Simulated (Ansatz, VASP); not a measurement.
# Ca3H in VASP and in Ansatz

```
Ca H
1.0
     0.00000    4.14677    4.14677
     4.14677    0.00000    4.14677
     4.14677    4.14677    0.00000
Ca H
3 1
Direct
  0.50000 0.50000 0.50000
  0.25000 0.25000 0.25000
  0.75000 0.75000 0.75000
  0.00000 0.00000 0.00000
```

Change from the starting cell: species swapped into the PrMg3 type (Fm-3m, No. 225).

Alike in both runs: functional PBE; k mesh 10 × 10 × 10; occupations gaussian, width 0.1 eV; no spin polarisation.

Ansatz relaxed the structure, and its values are those at the end. VASP's run is a single point on that final structure, the one shown.

|  | VASP | Ansatz |
| --- | --- | --- |
| version | VASP 6.6.1 | Ansatz 0.2.0 |
| potentials or method | VASP PAW PBE potentials, release 64 (Ca_sv, H), cutoff 520 eV | scalar-relativistic, plane waves, PAW |
| valence electrons in the cell | 31 | 31 |

|  | VASP | Ansatz | Ansatz less VASP |
| --- | --- | --- | --- |
| gap on the k mesh at the Fermi level (eV) | none | none | - |
| pressure (GPa) | 0.0 | 0.0 | +0.01 |

A gap of «none» marks a metal or a gap that the smearing closes.
